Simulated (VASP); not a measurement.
# Y (P6_3/mmc) in VASP: relaxation of cell and atoms with PBE

Aim: the relaxation of cell and atoms of Y with PBE.

All numbers are computed with VASP 6.6.1; they aren't measurements. Logs are shortened: lines on timing, memory, paths and dates and some standing lists are left out, and cuts for length are marked.

### Step 1. The cell of the first run

The structure is hexagonal, space group P6_3/mmc (No. 194). The conventional cell has a = 3.608 Å, b = 3.608 Å, c = 5.845 Å, α = 90.00°, β = 90.00°, γ = 120.00°. Within 4.7 Å of Y (site symmetry -6m2) lie 12 Y at 3.59 to 3.61 Å.

### Step 2. Relaxation of cell and atoms, PBE

Input file INCAR:

```
PREC     = Accurate       # precision mode
ENCUT    = 600            # plane-wave cutoff, eV
EDIFF    = 1E-6           # SCF threshold, eV
ISMEAR   = -1             # smearing method
SIGMA    = 0.05           # smearing width, eV
LREAL    = F              # projectors in reciprocal space
LASPH    = T              # aspherical terms in the spheres
NELM     = 60             # most SCF steps
ALGO     = Normal         # electronic algorithm
ISIF     = 3              # what is computed and relaxed
LWAVE    = F              # write WAVECAR
LCHARG   = F              # write CHGCAR
GGA      = PE             # functional
IBRION   = 2              # ionic algorithm
NSW      = 60             # ionic steps
EDIFFG   = -0.005         # ionic threshold
```

Input file KPOINTS:

```
regular mesh
0
Gamma
  13 13 7
```

Input file POSCAR:

```
Y
1.0
    3.6077462290      0.0000000000      0.0000000000
   -1.8038731145      3.1243998848      0.0000000000
    0.0000000000      0.0000000000      5.8445488911
Y
2
Direct
    0.3333333333      0.6666666667      0.2500000000
    0.6666666667      0.3333333333      0.7500000000
```

Potentials or basis: VASP PAW PBE potentials, release 64 (Y_sv).

Launch:

```bash
$ cat potpaw_PBE.64/Y_sv/POTCAR > POTCAR
$ mpirun -np 1 vasp_std > vasp.out
```

OUTCAR:

```text
PREC = Accurate
   ENCUT = 600
   EDIFF = 1E-6
   ISMEAR = -1
   LREAL = F
   LASPH = T
   NELM = 60
   ISIF = 3
   GGA = PE
   IBRION = 2
   NSW = 60
   EDIFFG = -0.005

 ion  position               nearest neighbor table
   1  0.333  0.667  0.250-   2 3.59   2 3.59   2 3.59   2 3.59   2 3.59   2 3.59
   2  0.667  0.333  0.750-   1 3.59   1 3.59   1 3.59   1 3.59   1 3.59   1 3.59

  LATTYP: Found a hexagonal cell.
 ALAT       =     3.6077462290
 C/A-ratio  =     1.6200000000

  Lattice vectors:

 A1 = (   3.6077462290,   0.0000000000,   0.0000000000)
 A2 = (  -1.8038731145,   3.1243998848,   0.0000000000)
 A3 = (   0.0000000000,   0.0000000000,   5.8445488911)

Analysis of symmetry for initial positions (statically):
=====================================================================
 Subroutine PRICEL returns:
 Original cell was already a primitive cell.

 Routine SETGRP: Setting up the symmetry group for a
 hexagonal supercell.

 Subroutine GETGRP returns: Found 24 space group operations
 (whereof 12 operations were pure point group operations)
 out of a pool of 24 trial point group operations.

The static configuration has the point symmetry D_3d.
 The point group associated with its full space group is D_6h.

Analysis of symmetry for dynamics (positions and initial velocities):
=====================================================================
 Subroutine PRICEL returns:
 Original cell was already a primitive cell.

 Routine SETGRP: Setting up the symmetry group for a
 hexagonal supercell.

 Subroutine GETGRP returns: Found 24 space group operations
 (whereof 12 operations were pure point group operations)
 out of a pool of 24 trial point group operations.

The dynamic configuration has the point symmetry D_3d.
 The point group associated with its full space group is D_6h.

 Subroutine INISYM returns: Found 24 space group operations
 (whereof 12 operations are pure point group operations),
 and found     1 'primitive' translations

----------------------------------------------------------------------------------------

                                     Primitive cell

  volume of cell :      65.8800

  direct lattice vectors                    reciprocal lattice vectors
     3.607746229  0.000000000  0.000000000     0.277181358  0.160030732  0.000000000
    -1.803873114  3.124399885  0.000000000     0.000000000  0.320061464  0.000000000
     0.000000000  0.000000000  5.844548891     0.000000000  0.000000000  0.171099604

  length of vectors
     3.607746229  3.607746229  5.844548891     0.320061464  0.320061464  0.171099604

  position of ions in fractional coordinates (direct lattice)
     0.333333333  0.666666667  0.250000000
     0.666666667  0.333333333  0.750000000

  ion indices of the primitive-cell ions
   primitive index   ion index
                 1           1
                 2           2

----------------------------------------------------------------------------------------

 KPOINTS: regular mesh

Automatic generation of k-mesh.
 Grid dimensions read from file:
 generate k-points for:   13   13    7

 Generating k-lattice:

  Cartesian coordinates                     Fractional coordinates (reciprocal lattice)
     0.021321643  0.012310056  0.000000000     0.076923077  0.000000000  0.000000000
     0.000000000  0.024620113  0.000000000     0.000000000  0.076923077  0.000000000
     0.000000000  0.000000000  0.024442801     0.000000000  0.000000000  0.142857143

  Length of vectors
     0.024620113  0.024620113  0.024442801

  Shift w.r.t. Gamma in fractional coordinates (k-lattice)
     0.000000000  0.000000000  0.000000000

 Subroutine IBZKPT returns following result:
 ===========================================

 Found     84 irreducible k-points:

 Following reciprocal coordinates:
            Coordinates               Weight
  0.000000  0.000000  0.000000      1.000000
  0.076923  0.000000  0.000000      6.000000
  0.153846  0.000000  0.000000      6.000000
  0.230769  0.000000  0.000000      6.000000
  0.307692  0.000000  0.000000      6.000000
  0.384615  0.000000  0.000000      6.000000
[... 16 lines left out ...]
  0.076923  0.000000  0.142857     12.000000
  0.153846  0.000000  0.142857     12.000000
 [... further k-points ...]
   k-points           NKPTS =     84   k-points in BZ     NKDIM =     84   number of bands    NBANDS=     15
   number of dos      NEDOS =    301   number of ions     NIONS =      2
   total plane-waves  NPLWV =  43200
   dimension x,y,z NGX =    30 NGY =   30 NGZ =   48
   dimension x,y,z NGXF=    60 NGYF=   60 NGZF=   96
   ions per type =               2
   NGX,Y,Z   is equivalent  to a cutoff of  13.82, 13.82, 13.65 a.u.
   NGXF,Y,Z  is equivalent  to a cutoff of  27.65, 27.65, 27.31 a.u.
 SYSTEM =  unknown system
   PREC   = accura    normal or accurate (medium, high low for compatibility)
   ISTART =      0    job   : 0-new  1-cont  2-samecut
   ICHARG =      2    charge: 1-file 2-atom 10-const
   ISPIN  =      1    spin polarized calculation?
   LNONCOLLINEAR =      F non collinear calculations
   LSORBIT =      F    spin-orbit coupling
   LASPH  =      T    aspherical Exc in radial PAW
   ENCUT  =  600.0 eV  44.10 Ry    6.64 a.u.   7.21  7.21 11.67*2*pi/ulx,y,z
   NELM   =     60;   NELMIN=  2; NELMDL= -5     # of ELM steps
   EDIFF  = 0.1E-05   stopping-criterion for ELM
   LREAL  =      F    real-space projection
   EDIFFG = -.5E-02   stopping-criterion for IOM
   NSW    =     60    number of steps for IOM
   IBRION =      2    ionic relax: 0-MD 1-quasi-New 2-CG
   NFREE  =      1    steps in history (QN), initial steepest desc. (CG)
   ISIF   =      3    stress and relaxation
   ISYM   =      2    0-nonsym 1-usesym 2-fastsym
   POTIM  = 0.5000    time-step for ionic-motion
   TEBEG  =    0.0;   TEEND  =   0.0 temperature during run
   PSTRESS=    0.0 pullay stress
   NELECT =      22.0000    total number of electrons
   NUPDOWN=      -1.0000    fix difference up-down
   EMIN   =  10.00;   EMAX   =-10.00  energy-range for DOS
   EFERMI =   0.00;   METHOD = LEGACY
   ISMEAR =    -1;   SIGMA  =   0.05  broadening in eV -4-tet -1-fermi 0-gaus
   EFERMI_NEDOS =   21; number of points for ismear=-14 and -15
   IALGO  =     38    algorithm
   IMIX   =      4    mixing-type and parameters
     AMIX     =   0.40;   BMIX     =  1.00
     AMIX_MAG =   1.60;   BMIX_MAG =  1.00
  volume/ion in A,a.u.               =      32.94       222.29
  Fermi-wavevector in a.u.,A,eV,Ry     =   1.135790  2.146331 17.551759  1.290018
  Thomas-Fermi vector in A             =   2.272494
   LORBIT       =      0    0 simple, 1 ext, 2 COOP (PROOUT), +10 PAW based schemes
   GGA     = PE    functional components
   LHFCALC =     F    Hartree Fock is set to
   AEXX    =    0.0000 exact exchange contribution
   IVDW    =     0    specifies the selected vdW correction
   LEPSILON=     F    determine dielectric tensor
   LRPA    =     F    only Hartree local field effects (RPA)
 conjugate gradient relaxation of ions
 non-spin polarized calculation
  energy-cutoff  :      600.00
  volume of cell :       65.88
 maximum number of plane-waves:      2219
 NGX is ok and might be reduce to    30
   NGX = 15   NGY = 15   NGZ = 23

--------------------------------------- Ionic step        1  -------------------------------------------

 number of electron      22.0000000 magnetization

 Free energy of the ion-electron system (eV)
  ---------------------------------------------------
  ext. energy  EPLUGINS =         0.00000000
  ---------------------------------------------------
  free energy    TOTEN  =       -12.86782840 eV

  energy without entropy =      -12.83069342  energy(sigma->0) =      -12.84926091

------------------------ aborting loop because EDIFF is reached ----------------------------------------

  FORCE on cell =-STRESS in cart. coord.  units (eV):
  Direction    XX          YY          ZZ          XY          YZ          ZX
  --------------------------------------------------------------------------------------
  -------------------------------------------------------------------------------------
  Total        0.2338431      0.2338431     -0.6816703      0.0000000      0.0000000      0.0000000
  in kB        5.6869790      5.6869790    -16.5779711      0.0000000      0.0000000      0.0000000
  external PRESSURE =      -1.7346710 kB  Pullay stress =       0.0000000 kB
[... 165 lines left out ...]
  energy  without entropy=      -12.8461991554  energy(sigma->0) =      -12.86351174

--------------------------------------- Ionic step        6  -------------------------------------------

 number of electron      22.0000001 magnetization

 Free energy of the ion-electron system (eV)
  ---------------------------------------------------
  ext. energy  EPLUGINS =         0.00000000
  ---------------------------------------------------
  free energy    TOTEN  =       -12.88086195 eV

  energy without entropy =      -12.84621200  energy(sigma->0) =      -12.86353698

 E-fermi :   3.0020     XC(G=0):  -9.4305

 val. band max:        2.9947222349   @ k =   0.3846   0.0000   0.0000
 cond. band min:       3.0024527621   @ k =   0.3077   0.0769   0.4286
 fundamental gap:      0.0077305272
 Fermi energy:         3.0019631563

 k-point     1 :       0.0000    0.0000    0.0000
  band No.  band energies     occupation
      1     -39.6861      2.00000
      2     -39.6099      2.00000
      3     -19.9673      2.00000
      4     -19.4915      2.00000
      5     -19.4915      2.00000
      6     -19.3978      2.00000
      7     -19.3978      2.00000
      8     -19.3588      2.00000
      9      -1.6844      2.00000
     10       1.1586      2.00000
     11       3.9528      0.00000
     12       4.7388      0.00000
     13       4.7388      0.00000
     14       5.1186      0.00000
     15       5.3617      0.00000
[... 397 lines left out ...]
 k-point    24 :       0.1538    0.0000    0.1429
  band No.  band energies     occupation
      1     -39.6716      2.00000
      2     -39.6099      2.00000
      3     -19.9043      2.00000
      4     -19.5617      2.00000
      5     -19.5128      2.00000
      6     -19.4988      2.00000
      7     -19.4133      2.00000
      8     -19.3921      2.00000
      9      -1.0708      2.00000
     10       1.5034      2.00000
     11       3.3313      0.00275
     12       3.9518      0.00000
     13       4.9036      0.00000
     14       4.9907      0.00000
     15       5.0054      0.00000

 [... further k-points ...]
[... 5 lines left out ...]
  --------------------------------------------------------------------------------------
  -------------------------------------------------------------------------------------
  Total        0.0053213      0.0053213      0.0074108      0.0000000      0.0000000      0.0000000
  in kB        0.1299002      0.1299002      0.1809089      0.0000000      0.0000000      0.0000000
  external PRESSURE =       0.1469031 kB  Pullay stress =       0.0000000 kB
[... 17 lines left out ...]
  FREE ENERGIE OF THE ION-ELECTRON SYSTEM (eV)
  ---------------------------------------------------
  free  energy   TOTEN  =       -12.8808619537 eV

  energy  without entropy=      -12.8462119969  energy(sigma->0) =      -12.86353698

 reached required accuracy - stopping structural energy minimisation
```

Run time: 5 min. Hardware: 1 thread of Intel Xeon Platinum 8375C at 2.90GHz (Ice Lake), shared host; peak memory 0.28 GiB.

What came out:

```yaml
Free_energy: -12.8809 eV
Relaxed_volume: 32.82 Å³/atom
Relaxed_cell: a = 3.653 Å, b = 3.653 Å, c = 5.678 Å, α = 90.00°, β = 90.00°, γ = 120.00°
Space_group_after_relaxing_to_0.05_Å: P6_3/mmc (No. 194)
Energy_gained_by_relaxing: 6.5 meV/atom
Ionic_steps: 6
Pressure_after_relaxing: 0.0 GPa
Band_gap_on_the_k_mesh: zero (band 11 reaches 3.95 eV, above the bottom of band 12 at 2.53 eV)
```

The path:
```csv
step,energy change (eV),largest force (eV/Å),pressure (GPa),volume (Å³)
1,0.0000,0.0000,-0.17,65.88
2,-0.0102,0.0000,0.05,65.53
3,-0.0127,0.0000,0.23,65.26
4,-0.0127,0.0000,0.24,65.24
5,-0.0130,0.0000,-0.08,65.77
6,-0.0130,0.0000,0.01,65.63
```

Final structure:
```yaml
crystal:
  lattice:
    - [3.65330, 0.00000, 0.00000]
    - [-1.82665, 3.16385, 0.00000]
    - [0.00000, 0.00000, 5.67828]
  atoms:
    - { symbol: Y, position: [0.33333, 0.66667, 0.25000] }
    - { symbol: Y, position: [0.66667, 0.33333, 0.75000] }
```

Levels at points of the mesh, in eV from the Fermi level:
```
           k point  band 7  band 8  band 9  band 10  band 11  band 12  band 13  band 14  band 15
(0.00, 0.00, 0.00)  -22.40  -22.36   -4.69    -1.84     0.95     1.74     1.74     2.12     2.36
```
